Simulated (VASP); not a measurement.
# GaN (F-43m) in VASP: further runs

Runs on GaN. Level: PBE. Tasks: single point.

All numbers are computed with VASP 6.6.1; they aren't measurements. Logs are shortened: lines on timing, memory, paths and dates and some standing lists are left out, and cuts for length are marked.

## (1) The cell of the first run

Symmetry: F-43m, No. 216, cubic system. Conventional cell: a = 4.551 Å, b = 4.551 Å, c = 4.551 Å, α = 90.00°, β = 90.00°, γ = 90.00°. Ga (site symmetry -43m) has 4 N at 1.97 Å within 2.6 Å. N (site symmetry -43m) has 4 Ga at 1.97 Å within 2.6 Å.

## (2) Single point, PBE

File INCAR:

```
SYSTEM = GaN
  ALGO = Normal
  EDIFF = 1E-6
  ENCUT = 600
  GGA = PE
  GGA_COMPAT = .FALSE.
  ISIF = 2
  ISMEAR = 0
  LASPH = .TRUE.
  LCHARG = .TRUE.
  LELF = .TRUE.
  LREAL = .FALSE.
  LVHAR = .TRUE.
  LWAVE = .FALSE.
  NBANDS = 16
  NELM = 120
  PREC = Accurate
  SIGMA = 0.1
```

File KPOINTS:

```
k-points
0
G
  6 6 6
  0 0 0
```

File POSCAR:

```
GaN
1.0
    0.0000000000      2.2755766405      2.2755766405
    2.2755766405      0.0000000000      2.2755766405
    2.2755766405      2.2755766405      0.0000000000
Ga N
1 1
Direct
    0.7500000000      0.7500000000      0.7500000000
    0.0000000000      0.0000000000      0.0000000000
```

Potentials or basis: VASP PAW PBE potentials, release 64 (Ga_d, N).

Started as:

```console
$ cat potpaw_PBE.64/Ga_d/POTCAR potpaw_PBE.64/N/POTCAR > POTCAR
$ mpirun -np 1 vasp_std > vasp.out
```

OUTCAR:

```text
SYSTEM = GaN
   EDIFF = 1E-6
   ENCUT = 600
   GGA = PE
   ISIF = 2
   ISMEAR = 0
   LASPH = .TRUE.
   LREAL = .FALSE.
   NELM = 120
   PREC = Accurate

 ion  position               nearest neighbor table
   1  0.750  0.750  0.750-   2 1.97   2 1.97   2 1.97   2 1.97
   2  0.000  0.000  0.000-   1 1.97   1 1.97   1 1.97   1 1.97

  LATTYP: Found a face centered cubic cell.
 ALAT       =     4.5511532810

  Lattice vectors:

 A1 = (   0.0000000000,   2.2755766405,   2.2755766405)
 A2 = (   2.2755766405,   0.0000000000,   2.2755766405)
 A3 = (   2.2755766405,   2.2755766405,   0.0000000000)

Analysis of symmetry for initial positions (statically):
=====================================================================
 Subroutine PRICEL returns:
 Original cell was already a primitive cell.

 Routine SETGRP: Setting up the symmetry group for a
 face centered cubic supercell.

 Subroutine GETGRP returns: Found 24 space group operations
 (whereof 24 operations were pure point group operations)
 out of a pool of 48 trial point group operations.

The static configuration has the point symmetry T_d .

Analysis of symmetry for dynamics (positions and initial velocities):
=====================================================================
 Subroutine PRICEL returns:
 Original cell was already a primitive cell.

 Routine SETGRP: Setting up the symmetry group for a
 face centered cubic supercell.

 Subroutine GETGRP returns: Found 24 space group operations
 (whereof 24 operations were pure point group operations)
 out of a pool of 48 trial point group operations.

The dynamic configuration has the point symmetry T_d .

 Subroutine INISYM returns: Found 24 space group operations
 (whereof 24 operations are pure point group operations),
 and found     1 'primitive' translations

----------------------------------------------------------------------------------------

                                     Primitive cell

  volume of cell :      23.5670

  direct lattice vectors                    reciprocal lattice vectors
     0.000000000  2.275576641  2.275576641    -0.219724527  0.219724527  0.219724527
     2.275576641  0.000000000  2.275576641     0.219724527 -0.219724527  0.219724527
     2.275576641  2.275576641  0.000000000     0.219724527  0.219724527 -0.219724527

  length of vectors
     3.218151347  3.218151347  3.218151347     0.380574044  0.380574044  0.380574044

  position of ions in fractional coordinates (direct lattice)
     0.750000000  0.750000000  0.750000000
     0.000000000  0.000000000  0.000000000

  ion indices of the primitive-cell ions
   primitive index   ion index
                 1           1
                 2           2

----------------------------------------------------------------------------------------

 KPOINTS: k-points

Automatic generation of k-mesh.
 Grid dimensions read from file:
 generate k-points for:    6    6    6

 Generating k-lattice:

  Cartesian coordinates                     Fractional coordinates (reciprocal lattice)
    -0.036620754  0.036620754  0.036620754     0.166666667  0.000000000  0.000000000
     0.036620754 -0.036620754  0.036620754     0.000000000  0.166666667  0.000000000
     0.036620754  0.036620754 -0.036620754     0.000000000  0.000000000  0.166666667

  Length of vectors
     0.063429007  0.063429007  0.063429007

  Shift w.r.t. Gamma in fractional coordinates (k-lattice)
     0.000000000  0.000000000  0.000000000

 Subroutine IBZKPT returns following result:
 ===========================================

 Found     16 irreducible k-points:

 Following reciprocal coordinates:
            Coordinates               Weight
  0.000000  0.000000  0.000000      1.000000
  0.166667  0.000000  0.000000      8.000000
  0.333333  0.000000  0.000000      8.000000
  0.500000  0.000000  0.000000      4.000000
  0.166667  0.166667  0.000000      6.000000
  0.333333  0.166667  0.000000     24.000000
[... 8 lines left out ...]
 -0.333333  0.333333  0.166667     24.000000
 -0.333333  0.500000  0.166667     12.000000
   k-points           NKPTS =     16   k-points in BZ     NKDIM =     16   number of bands    NBANDS=     16
   number of dos      NEDOS =    301   number of ions     NIONS =      2
   total plane-waves  NPLWV =  21952
   dimension x,y,z NGX =    28 NGY =   28 NGZ =   28
   dimension x,y,z NGXF=    56 NGYF=   56 NGZF=   56
   ions per type =               1   1
   NGX,Y,Z   is equivalent  to a cutoff of  14.46, 14.46, 14.46 a.u.
   NGXF,Y,Z  is equivalent  to a cutoff of  28.93, 28.93, 28.93 a.u.
 SYSTEM =  GaN
   PREC   = accura    normal or accurate (medium, high low for compatibility)
   ISTART =      0    job   : 0-new  1-cont  2-samecut
   ICHARG =      2    charge: 1-file 2-atom 10-const
   ISPIN  =      1    spin polarized calculation?
   LNONCOLLINEAR =      F non collinear calculations
   LSORBIT =      F    spin-orbit coupling
   LASPH  =      T    aspherical Exc in radial PAW
   ENCUT  =  600.0 eV  44.10 Ry    6.64 a.u.   6.43  6.43  6.43*2*pi/ulx,y,z
   NELM   =    120;   NELMIN=  2; NELMDL= -5     # of ELM steps
   EDIFF  = 0.1E-05   stopping-criterion for ELM
   LREAL  =      F    real-space projection
   EDIFFG = 0.1E-04   stopping-criterion for IOM
   NSW    =      0    number of steps for IOM
   IBRION =     -1    ionic relax: 0-MD 1-quasi-New 2-CG
   NFREE  =      0    steps in history (QN), initial steepest desc. (CG)
   ISIF   =      2    stress and relaxation
   ISYM   =      2    0-nonsym 1-usesym 2-fastsym
   POTIM  = 0.5000    time-step for ionic-motion
   TEBEG  =    0.0;   TEEND  =   0.0 temperature during run
   PSTRESS=    0.0 pullay stress
   NELECT =      18.0000    total number of electrons
   NUPDOWN=      -1.0000    fix difference up-down
   EMIN   =  10.00;   EMAX   =-10.00  energy-range for DOS
   EFERMI =   0.00;   METHOD = LEGACY
   ISMEAR =     0;   SIGMA  =   0.10  broadening in eV -4-tet -1-fermi 0-gaus
   EFERMI_NEDOS =   21; number of points for ismear=-14 and -15
   IALGO  =     38    algorithm
   IMIX   =      4    mixing-type and parameters
     AMIX     =   0.40;   BMIX     =  1.00
     AMIX_MAG =   1.60;   BMIX_MAG =  1.00
  volume/ion in A,a.u.               =      11.78        79.52
  Fermi-wavevector in a.u.,A,eV,Ry     =   1.496457  2.827893 30.468657  2.239383
  Thomas-Fermi vector in A             =   2.608471
   LORBIT       =      0    0 simple, 1 ext, 2 COOP (PROOUT), +10 PAW based schemes
   GGA     = PE    functional components
   LHFCALC =     F    Hartree Fock is set to
   AEXX    =    0.0000 exact exchange contribution
   IVDW    =     0    specifies the selected vdW correction
   LEPSILON=     F    determine dielectric tensor
   LRPA    =     F    only Hartree local field effects (RPA)
 non-spin polarized calculation
 Gauss-broadening in eV      SIGMA  =   0.10
  energy-cutoff  :      600.00
  volume of cell :       23.57
 maximum number of plane-waves:       797
 NGX is ok and might be reduce to    28
   NGX = 13   NGY = 13   NGZ = 13

 number of electron      18.0000002 magnetization

 Free energy of the ion-electron system (eV)
  ---------------------------------------------------
  ext. energy  EPLUGINS =         0.00000000
  ---------------------------------------------------
  free energy    TOTEN  =       -12.15031522 eV

  energy without entropy =      -12.15031522  energy(sigma->0) =      -12.15031522

 E-fermi :   5.4898     XC(G=0): -11.5103

 val. band max:        4.9735219560   @ k =   0.0000   0.0000   0.0000
 cond. band min:       6.5070320376   @ k =   0.0000   0.0000   0.0000
 fundamental gap:      1.5335100816
 Fermi energy:         5.4898401576

 k-point     1 :       0.0000    0.0000    0.0000
  band No.  band energies     occupation
      1     -10.7168      2.00000
      2      -8.4536      2.00000
      3      -8.4536      2.00000
      4      -8.4536      2.00000
      5      -8.1626      2.00000
      6      -8.1626      2.00000
[... 8 lines left out ...]
     15      23.6030      0.00000
     16      23.6030      0.00000

 k-point     2 :       0.1667    0.0000    0.0000
  band No.  band energies     occupation
      1     -10.4526      2.00000
      2      -8.4225      2.00000
      3      -8.4225      2.00000
      4      -8.3198      2.00000
      5      -8.1637      2.00000
      6      -8.1637      2.00000
[... 8 lines left out ...]
     15      21.6929      0.00000
     16      21.6929      0.00000

 k-point     3 :       0.3333    0.0000    0.0000
  band No.  band energies     occupation
      1     -10.0335      2.00000
      2      -8.3813      2.00000
      3      -8.3813      2.00000
      4      -8.1431      2.00000
      5      -8.1431      2.00000
      6      -7.6530      2.00000
[... 8 lines left out ...]
     15      22.3943      0.00000
     16      22.3943      0.00000

 k-point     4 :       0.5000    0.0000    0.0000
  band No.  band energies     occupation
      1      -9.9067      2.00000
      2      -8.3735      2.00000
      3      -8.3735      2.00000
      4      -8.1191      2.00000
      5      -8.1191      2.00000
      6      -6.9124      2.00000
[... 8 lines left out ...]
     15      24.2844      0.00000
     16      24.2844      0.00000

 k-point     5 :       0.1667    0.1667    0.0000
  band No.  band energies     occupation
      1     -10.3694      2.00000
      2      -8.3903      2.00000
      3      -8.3903      2.00000
      4      -8.3342      2.00000
      5      -8.1664      2.00000
      6      -8.1449      2.00000
[... 8 lines left out ...]
     15      25.2716      0.00000
     16      25.3111      0.00000

 k-point     6 :       0.3333    0.1667    0.0000
  band No.  band energies     occupation
      1     -10.0241      2.00000
      2      -8.3631      2.00000
      3      -8.3358      2.00000
      4      -8.2355      2.00000
      5      -8.1254      2.00000
      6      -7.7503      2.00000
[... 8 lines left out ...]
     15      24.1767      0.00000
     16      24.7165      0.00000

 k-point     7 :       0.5000    0.1667    0.0000
  band No.  band energies     occupation
      1      -9.8571      2.00000
      2      -8.3643      2.00000
      3      -8.3224      2.00000
      4      -8.1796      2.00000
      5      -8.1166      2.00000
      6      -6.8344      2.00000
[... 8 lines left out ...]
     15      24.0587      0.00000
     16      24.9440      0.00000

 k-point     8 :      -0.3333    0.1667    0.0000
  band No.  band energies     occupation
      1      -9.8910      2.00000
      2      -8.3665      2.00000
      3      -8.3350      2.00000
      4      -8.1578      2.00000
      5      -8.1545      2.00000
      6      -7.0904      2.00000
[... 8 lines left out ...]
     15      21.8518      0.00000
     16      24.5369      0.00000

 k-point     9 :      -0.1667    0.1667    0.0000
  band No.  band energies     occupation
      1     -10.1474      2.00000
      2      -8.3838      2.00000
      3      -8.3818      2.00000
      4      -8.1821      2.00000
      5      -8.1803      2.00000
      6      -7.9542      2.00000
[... 8 lines left out ...]
     15      21.5822      0.00000
     16      24.5838      0.00000

 k-point    10 :       0.3333    0.3333    0.0000
  band No.  band energies     occupation
      1      -9.8769      2.00000
      2      -8.3265      2.00000
      3      -8.2521      2.00000
      4      -8.2521      2.00000
      5      -8.1095      2.00000
      6      -7.4086      2.00000
[... 8 lines left out ...]
     15      26.9013      0.00000
     16      27.1998      0.00000

 k-point    11 :       0.5000    0.3333    0.0000
  band No.  band energies     occupation
      1      -9.7838      2.00000
      2      -8.3426      2.00000
      3      -8.2255      2.00000
      4      -8.2205      2.00000
      5      -8.1064      2.00000
      6      -6.6325      2.00000
[... 8 lines left out ...]
     15      26.9801      0.00000
     16      27.0818      0.00000

 k-point    12 :      -0.3333    0.3333    0.0000
  band No.  band energies     occupation
      1      -9.7864      2.00000
      2      -8.3502      2.00000
      3      -8.2495      2.00000
      4      -8.2028      2.00000
      5      -8.1453      2.00000
      6      -6.4341      2.00000
[... 8 lines left out ...]
     15      23.6315      0.00000
     16      27.3570      0.00000

 k-point    13 :       0.5000    0.5000    0.0000
  band No.  band energies     occupation
      1      -9.7610      2.00000
      2      -8.3713      2.00000
      3      -8.1763      2.00000
      4      -8.1763      2.00000
      5      -8.0918      2.00000
      6      -6.4833      2.00000
[... 8 lines left out ...]
     15      26.2265      0.00000
     16      29.3212      0.00000

 k-point    14 :       0.5000    0.3333    0.1667
  band No.  band energies     occupation
      1      -9.8449      2.00000
      2      -8.3300      2.00000
      3      -8.3081      2.00000
      4      -8.2147      2.00000
      5      -8.1281      2.00000
      6      -7.0187      2.00000
[... 8 lines left out ...]
     15      24.5364      0.00000
     16      26.9077      0.00000

 k-point    15 :      -0.3333    0.3333    0.1667
  band No.  band energies     occupation
      1      -9.7863      2.00000
      2      -8.3419      2.00000
      3      -8.2817      2.00000
      4      -8.1829      2.00000
      5      -8.1406      2.00000
      6      -6.4327      2.00000
[... 8 lines left out ...]
     15      23.5864      0.00000
     16      27.3238      0.00000

 k-point    16 :      -0.3333    0.5000    0.1667
  band No.  band energies     occupation
      1      -9.7583      2.00000
      2      -8.3305      2.00000
      3      -8.2682      2.00000
      4      -8.1692      2.00000
      5      -8.1256      2.00000
      6      -6.2886      2.00000
[... 8 lines left out ...]
     15      25.3340      0.00000
     16      27.4832      0.00000

------------------------ aborting loop because EDIFF is reached ----------------------------------------

  FORCE on cell =-STRESS in cart. coord.  units (eV):
  Direction    XX          YY          ZZ          XY          YZ          ZX
  --------------------------------------------------------------------------------------
  -------------------------------------------------------------------------------------
  Total       -0.0563898     -0.0563898     -0.0563898      0.0000000      0.0000000      0.0000000
  in kB       -3.8336029     -3.8336029     -3.8336029      0.0000000      0.0000000      0.0000000
  external PRESSURE =      -3.8336029 kB  Pullay stress =       0.0000000 kB

 VOLUME and BASIS-vectors are now :
 -----------------------------------------------------------------------------
  energy-cutoff  :      600.00
  volume of cell :       23.57
      direct lattice vectors                 reciprocal lattice vectors
     0.000000000  2.275576641  2.275576641    -0.219724527  0.219724527  0.219724527
     2.275576641  0.000000000  2.275576641     0.219724527 -0.219724527  0.219724527
     2.275576641  2.275576641  0.000000000     0.219724527  0.219724527 -0.219724527

 POSITION                                       TOTAL-FORCE (eV/Angst)
 -----------------------------------------------------------------------------------
      3.41336      3.41336      3.41336         0.000000      0.000000      0.000000
      0.00000      0.00000      0.00000        -0.000000     -0.000000     -0.000000
 -----------------------------------------------------------------------------------
    total drift:                                0.000000      0.000000      0.000000

  FREE ENERGIE OF THE ION-ELECTRON SYSTEM (eV)
  ---------------------------------------------------
  free  energy   TOTEN  =       -12.1503152200 eV

  energy  without entropy=      -12.1503152200  energy(sigma->0) =      -12.15031522
```

Wall time 10 s (1 thread of Intel Xeon Platinum 8375C at 2.90GHz (Ice Lake), shared host); peak memory 0.15 GiB.

What came out:

```yaml
Free_energy: -12.1503 eV
Pressure: -0.4 GPa
Band_gap_on_the_k_mesh: 1.53 eV, direct
```

Levels at points of the mesh, in eV from the valence-band top:
| k point | band 5 | band 6 | band 7 | band 8 | band 9 | band 10 | band 11 | band 12 | band 13 | band 14 |
| --- | --- | --- | --- | --- | --- | --- | --- | --- | --- | --- |
| (0.00, 0.00, 0.00) | -13.14 | -13.14 | 0.00 | 0.00 | 0.00 | 1.53 | 10.11 | 10.11 | 10.11 | 17.21 |
| (0.50, 0.00, 0.00) | -13.09 | -11.89 | -6.85 | -0.93 | -0.93 | 4.44 | 8.58 | 10.21 | 10.21 | 15.39 |
| (0.50, 0.50, 0.00) | -13.07 | -11.46 | -6.01 | -2.60 | -2.60 | 3.34 | 6.48 | 11.50 | 13.65 | 13.65 |

As with any semilocal functional, this PBE gap is likely too small.

## (3) Single point, PBE

This run uses another cell than the first one, of 16.80 Å³/atom, 1.426 times its volume.

File INCAR:

```
SYSTEM = GaN
PREC = Accurate
ENCUT = 600
EDIFF = 1E-6
ISMEAR = 0
SIGMA = 0.1
LREAL = .FALSE.
LASPH = .TRUE.
NELM = 120
ALGO = Normal
ISIF = 2
LWAVE = .FALSE.
LCHARG = .FALSE.
GGA = PE
NBANDS = 16
GGA_COMPAT = .FALSE.
```

File KPOINTS:

```
Automatic mesh
0
G
  6 6 6
  0 0 0
```

File POSCAR:

```
GaN
1.0
    0.0000000000      2.5613520448      2.5613520448
    2.5613520448      0.0000000000      2.5613520448
    2.5613520448      2.5613520448      0.0000000000
Ga N
1 1
Direct
    0.7500000000      0.7500000000      0.7500000000
    0.0000000000      0.0000000000      0.0000000000
```

Potentials or basis: VASP PAW PBE potentials, release 64 (Ga_d, N).

Started as:

```console
$ cat potpaw_PBE.64/Ga_d/POTCAR potpaw_PBE.64/N/POTCAR > POTCAR
$ mpirun -np 1 vasp_std > vasp.out
```

It took 13 s on 1 thread of Intel Xeon Platinum 8375C at 2.90GHz (Ice Lake), shared host; peak memory 0.17 GiB.

It converged, with:

```
Free energy            : -10.9779 eV
Pressure               : -26.7 GPa
Band gap on the k mesh : zero (filled and empty bands touch)
```

Levels at points of the mesh, in eV from the Fermi level:
| k point | band 7 | band 8 | band 9 | band 10 | band 11 | band 12 |
| --- | --- | --- | --- | --- | --- | --- |
| (0.00, 0.00, 0.00) | -0.65 | -0.03 | -0.03 | -0.03 | 8.00 | 8.00 |
| (0.50, 0.00, 0.00) | -5.12 | -0.62 | -0.62 | 2.24 | 6.74 | 8.32 |
| (0.50, 0.50, 0.00) | -4.88 | -1.67 | -1.67 | 3.16 | 4.25 | 9.58 |

[end of part 1 of 2]
